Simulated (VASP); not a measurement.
# SmTa3Cl2 (P1) in VASP: relaxation of cell and atoms with PBE

Aim: the relaxation of cell and atoms of SmTa3Cl2 with PBE.

Everything below comes from runs of VASP 6.6.1. Logs are shortened: lines on timing, memory, paths and dates and some standing lists are left out, and cuts for length are marked.

### Step 1. The cell of the first run

The typed cell holds 6 atoms: a = 4.789 Å, b = 4.849 Å, c = 6.508 Å, α = 89.34°, β = 90.38°, γ = 120.08°.

### Step 2. Relaxation of cell and atoms, PBE

File INCAR:

```
SYSTEM = SmTa3Cl2
ALGO = Normal
EDIFF = 1E-7
EDIFFG = -0.025
ENCUT = 500
GGA = PE
GGA_COMPAT = .False.
IBRION = 2
ISIF = 3
ISMEAR = 0
LASPH = .True.
LCHARG = .False.
LMAXMIX = 6
LREAL = .False.
LWAVE = .False.
NELM = 200
NELMIN = 4
NSW = 80
PREC = Accurate
SIGMA = 0.2
```

File KPOINTS:

```
k-points
0
Gamma
  6 6 4
  0 0 0
```

File POSCAR:

```
SmTa3Cl2
1.0
    4.7889050358     -0.0202774210     -0.0157730190
   -2.4120132796      4.2059295658      0.0279903227
   -0.0211035663      0.0310590978      6.5074220734
Sm Ta Cl
1 3 2
Direct
    0.0245216023      0.0197619118     -0.0100357263
    0.3085011101      0.6628853859      0.5318823839
    0.6741093623      0.3471816600      0.4413664555
   -0.0150934789      0.0017427691      0.5208511561
    0.3358056204      0.6607450387      0.9496649748
    0.6721557839      0.3076832346      0.0662707561
```

Potentials or basis: VASP PAW PBE potentials, release 64 (Sm_3, Ta_pv, Cl), 4f in core.

The run is started by

```sh
$ cat potpaw_PBE.64/Sm_3/POTCAR potpaw_PBE.64/Ta_pv/POTCAR potpaw_PBE.64/Cl/POTCAR > POTCAR
$ mpirun -np 1 vasp_std > vasp.out
```

OUTCAR:

```text
SYSTEM = SmTa3Cl2
   EDIFF = 1E-7
   EDIFFG = -0.025
   ENCUT = 500
   GGA = PE
   IBRION = 2
   ISIF = 3
   ISMEAR = 0
   LASPH = .True.
   LREAL = .False.
   NELM = 200
   NELMIN = 4
   NSW = 80
   PREC = Accurate

 ion  position               nearest neighbor table
   1  0.025  0.020  0.990-   5 2.70   6 2.73   6 2.73   5 2.82   5 2.87   6 3.02   4 3.06   4 3.46

   2  0.309  0.663  0.532-   3 2.69   5 2.72   4 2.77   4 2.78   4 2.80   3 2.91   3 2.93
   3  0.674  0.347  0.441-   6 2.45   2 2.69   4 2.79   4 2.80   4 2.90   2 2.91   2 2.93
   4  0.985  0.002  0.521-   2 2.77   2 2.78   3 2.79   3 2.80   2 2.80   3 2.90   1 3.06   1 3.46

   5  0.336  0.661  0.950-   1 2.70   2 2.72   1 2.82   1 2.87
   6  0.672  0.308  0.066-   3 2.45   1 2.73   1 2.73   1 3.02

  LATTYP: Found a triclinic cell.
 ALAT       =     4.8485497864
 B/A-ratio  =     0.9927639080
 C/A-ratio  =     1.3421601714
 COS(alpha) =     0.0050870260
 COS(beta)  =     0.0115263160
 COS(gamma) =     0.5086828284

  Lattice vectors:

 A1 = (   2.4120132796,  -4.2059295658,  -0.0279903227)
 A2 = (  -2.3768917562,  -4.1856521448,  -0.0122173037)
 A3 = (   0.0211035663,  -0.0310590978,  -6.5074220734)

Analysis of symmetry for initial positions (statically):
=====================================================================
 Subroutine PRICEL returns:
 Original cell was already a primitive cell.

 Routine SETGRP: Setting up the symmetry group for a
 triclinic supercell.

 Subroutine GETGRP returns: Found  1 space group operations
 (whereof  1 operations were pure point group operations)
 out of a pool of  2 trial point group operations.

The static configuration has the point symmetry C_1 .

Analysis of symmetry for dynamics (positions and initial velocities):
=====================================================================
 Subroutine PRICEL returns:
 Original cell was already a primitive cell.

 Routine SETGRP: Setting up the symmetry group for a
 triclinic supercell.

 Subroutine GETGRP returns: Found  1 space group operations
 (whereof  1 operations were pure point group operations)
 out of a pool of  2 trial point group operations.

The dynamic configuration has the point symmetry C_1 .

 Subroutine INISYM returns: Found  1 space group operations
 (whereof  1 operations are pure point group operations),
 and found     1 'primitive' translations
[... 116 lines left out ...]
   EMIN   =  10.00;   EMAX   =-10.00  energy-range for DOS
   EFERMI =   0.00;   METHOD = LEGACY
   ISMEAR =     0;   SIGMA  =   0.20  broadening in eV -4-tet -1-fermi 0-gaus
   EFERMI_NEDOS =   21; number of points for ismear=-14 and -15
   IALGO  =     38    algorithm
   IMIX   =      4    mixing-type and parameters
     AMIX     =   0.40;   BMIX     =  1.00
     AMIX_MAG =   1.60;   BMIX_MAG =  1.00
  volume/ion in A,a.u.               =      21.79       147.06
  Fermi-wavevector in a.u.,A,eV,Ry     =   1.248548  2.359413 21.209741  1.558872
  Thomas-Fermi vector in A             =   2.382629
   LORBIT       =      0    0 simple, 1 ext, 2 COOP (PROOUT), +10 PAW based schemes
   GGA     = PE    functional components
   LHFCALC =     F    Hartree Fock is set to
   AEXX    =    0.0000 exact exchange contribution
   IVDW    =     0    specifies the selected vdW correction
   LEPSILON=     F    determine dielectric tensor
   LRPA    =     F    only Hartree local field effects (RPA)
 conjugate gradient relaxation of ions
 non-spin polarized calculation
 Gauss-broadening in eV      SIGMA  =   0.20
  energy-cutoff  :      500.00
  volume of cell :      130.75
 maximum number of plane-waves:      3340
   NGX = 17   NGY = 17   NGZ = 23

--------------------------------------- Ionic step        1  -------------------------------------------

 number of electron      58.0000002 magnetization

 Free energy of the ion-electron system (eV)
  ---------------------------------------------------
  ext. energy  EPLUGINS =         0.00000000
  ---------------------------------------------------
  free energy    TOTEN  =       -44.58994210 eV

  energy without entropy =      -44.45632499  energy(sigma->0) =      -44.52313355

------------------------ aborting loop because EDIFF is reached ----------------------------------------

  FORCE on cell =-STRESS in cart. coord.  units (eV):
  Direction    XX          YY          ZZ          XY          YZ          ZX
  --------------------------------------------------------------------------------------
  -------------------------------------------------------------------------------------
  Total        4.8752217      4.5865161     -0.6801278      0.3993247      0.3409771      0.4611385
  in kB       59.7404000     56.2026357     -8.3342071      4.8932788      4.1782936      5.6507381
  external PRESSURE =      35.8696095 kB  Pullay stress =       0.0000000 kB
[... 101 lines left out ...]
  FREE ENERGIE OF THE ION-ELECTRON SYSTEM (eV)
  ---------------------------------------------------
  free  energy   TOTEN  =       -44.8972058639 eV

  energy  without entropy=      -44.7543823720  energy(sigma->0) =      -44.82579412

[... ionic steps 4 to 21 ...]

--------------------------------------- Ionic step       22  -------------------------------------------

 number of electron      58.0000000 magnetization

------------------------ aborting loop because EDIFF is reached ----------------------------------------
[... 75 lines left out ...]
--------------------------------------- Ionic step       24  -------------------------------------------

 number of electron      58.0000001 magnetization

 Free energy of the ion-electron system (eV)
  ---------------------------------------------------
  ext. energy  EPLUGINS =         0.00000000
  ---------------------------------------------------
  free energy    TOTEN  =       -45.15468056 eV

  energy without entropy =      -45.02279925  energy(sigma->0) =      -45.08873990

 E-fermi :   4.7183     XC(G=0): -10.6935

 val. band max:        4.6919295486   @ k =  -0.0000   0.3333   0.2500
 cond. band min:       4.7244594392   @ k =   0.1667   0.1667  -0.0000
 fundamental gap:      0.0325298906
 Fermi energy:         4.7183084246

 k-point     1 :       0.0000    0.0000    0.0000
  band No.  band energies     occupation
      1     -37.0714      2.00000
      2     -29.7516      2.00000
      3     -29.7109      2.00000
      4     -29.5718      2.00000
      5     -29.5714      2.00000
      6     -29.5299      2.00000
[... 877 lines left out ...]
     33       6.6494      0.00000
     34       7.0898      0.00000

 [... further k-points ...]
[... 5 lines left out ...]
  --------------------------------------------------------------------------------------
  -------------------------------------------------------------------------------------
  Total        0.0567178      0.0488921      0.0721776      0.0005540     -0.0213662     -0.0020023
  in kB        0.6783401      0.5847459      0.8632389      0.0066254     -0.2555385     -0.0239469
  external PRESSURE =       0.7087750 kB  Pullay stress =       0.0000000 kB
[... 21 lines left out ...]
  FREE ENERGIE OF THE ION-ELECTRON SYSTEM (eV)
  ---------------------------------------------------
  free  energy   TOTEN  =       -45.1546805571 eV

  energy  without entropy=      -45.0227992509  energy(sigma->0) =      -45.08873990

 reached required accuracy - stopping structural energy minimisation
```

OSZICAR:

```text
N       E                     dE             d eps       ncg     rms          rms(c)
DAV:   1     0.531947749679E+03    0.53195E+03   -0.29888E+04  5168   0.160E+03
DAV:   2    -0.123131042952E+02   -0.54426E+03   -0.53688E+03  5906   0.433E+02
DAV:   3    -0.453260288813E+02   -0.33013E+02   -0.32525E+02  7016   0.905E+01
[... 272 lines left out ...]
DAV:   6    -0.451546787384E+02   -0.54340E-05   -0.10340E-05  6612   0.200E-02    0.746E-03
DAV:   7    -0.451546803341E+02   -0.15957E-05   -0.42034E-06  7068   0.130E-02    0.298E-03
DAV:   8    -0.451546804319E+02   -0.97830E-07   -0.10540E-06  5764   0.623E-03    0.162E-03
DAV:   9    -0.451546805384E+02   -0.10645E-06   -0.82580E-08  3414   0.188E-03    0.544E-04
DAV:  10    -0.451546805571E+02   -0.18708E-07   -0.15982E-08  3110   0.824E-04
  24 F= -.45154681E+02 E0= -.45088740E+02  d E =-.160136E-03
```

CONTCAR:

```text
SmTa3Cl2
   1.00000000000000
     4.8622945316087520   -0.0002403245751691    0.0008516322077854
    -2.4310385467505808    4.2118086773358288    0.0019214926891670
     0.0005923935342295    0.0041329128668652    6.5416139615019446
  Sm              Ta              Cl
     1     3     2
Direct
     0.9998496103061237    0.9999435033334039    0.9977539089945103
     0.3332935352394273    0.6665419014244316    0.5585974420021526
     0.6666295238160753    0.3331585920656748    0.4429271279485406
     0.0003147715710008    0.0002474708045410    0.4993482431637297
     0.3335088768838575    0.6668782434480556    0.9330378809086529
     0.6664036822835248    0.3332302890238875    0.0683353970824158

  0.00000000E+00  0.00000000E+00  0.00000000E+00
  0.00000000E+00  0.00000000E+00  0.00000000E+00
  0.00000000E+00  0.00000000E+00  0.00000000E+00
  0.00000000E+00  0.00000000E+00  0.00000000E+00
  0.00000000E+00  0.00000000E+00  0.00000000E+00
  0.00000000E+00  0.00000000E+00  0.00000000E+00
```

Run time: 37 min. Hardware: 1 thread of Intel Xeon 6975P-C (Granite Rapids), shared host; peak memory 0.47 GiB.

Results:

- Free energy: -45.1547 eV
- Relaxed volume: 22.33 Å³/atom
- Relaxed cell: a = 4.862 Å, b = 4.863 Å, c = 6.542 Å, α = 89.95°, β = 89.98°, γ = 120.00°
- Space group after relaxing (to 0.1 Å): P-3m1 (No. 164)
- Energy gained by relaxing: 94.1 meV/atom
- Ionic steps: 24
- Pressure after relaxing: 0.1 GPa
- Largest force after relaxing: 0.020 eV/Å
- Band gap on the k mesh: zero (bands 29 and 30 overlap by 0.96 eV)

Forces on the atoms (eV/Å):
```
Sm   0.003  0.004 -0.019
Ta   0.003  0.003 -0.001
Ta   0.002  0.007  0.015
Ta  -0.007 -0.011  0.001
Cl  -0.007 -0.005  0.017
Cl   0.007  0.002 -0.013
```

Step by step:
| step | energy change (eV) | largest force (eV/Å) | pressure (GPa) | volume (Å³) |
| --- | --- | --- | --- | --- |
| 1 | 0.0000 | 1.9552 | 3.59 | 130.75 |
| 2 | -0.2804 | 0.7694 | -5.00 | 140.11 |
| 3 | -0.3073 | 1.0518 | -3.34 | 137.81 |
| 4 | -0.5126 | 0.4117 | -0.12 | 132.97 |
| 5 | -0.5135 | 0.4087 | 0.14 | 132.66 |
| 6 | -0.5420 | 0.2793 | 0.68 | 132.48 |
| 7 | -0.5435 | 0.2010 | 0.56 | 132.52 |
| 8 | -0.5502 | 0.1703 | -0.36 | 133.86 |
| 9 | -0.5505 | 0.1687 | -0.56 | 134.17 |
| 10 | -0.5559 | 0.0939 | -0.26 | 133.96 |
| 11 | -0.5578 | 0.0951 | 0.05 | 133.75 |
| 12 | -0.5593 | 0.0825 | 0.07 | 133.82 |
| 13 | -0.5611 | 0.0725 | 0.15 | 133.99 |
| 14 | -0.5620 | 0.0636 | 0.02 | 134.19 |
| 15 | -0.5627 | 0.0580 | -0.18 | 134.51 |
| 16 | -0.5627 | 0.0581 | -0.21 | 134.55 |
| 17 | -0.5632 | 0.0502 | -0.07 | 134.37 |
| 18 | -0.5634 | 0.0610 | 0.08 | 134.18 |
| 19 | -0.5638 | 0.0416 | 0.05 | 134.20 |
| 20 | -0.5643 | 0.0291 | 0.01 | 134.22 |
| 21 | -0.5643 | 0.0325 | 0.00 | 134.23 |
| 22 | -0.5645 | 0.0294 | -0.06 | 134.24 |
| 23 | -0.5646 | 0.0300 | -0.10 | 134.24 |
| 24 | -0.5647 | 0.0197 | 0.07 | 133.96 |

Final structure:
```
Sm Ta Cl
1.0
     4.86229   -0.00024    0.00085
    -2.43104    4.21181    0.00192
     0.00059    0.00413    6.54161
Sm Ta Cl
1 3 2
Direct
  0.99985 0.99994 0.99775
  0.33329 0.66654 0.55860
  0.66663 0.33316 0.44293
  0.00031 0.00025 0.49935
  0.33351 0.66688 0.93304
  0.66640 0.33323 0.06834
```

Caveat: spin-orbit coupling is left out, which moves the levels of the heavy elements; the 4f electrons are frozen in the core, so they carry no moment and show no levels; the run has no spin polarisation, though such a crystal can be magnetic.

The gap in the log of VASP goes by the Fermi energy; the results here count the filled bands.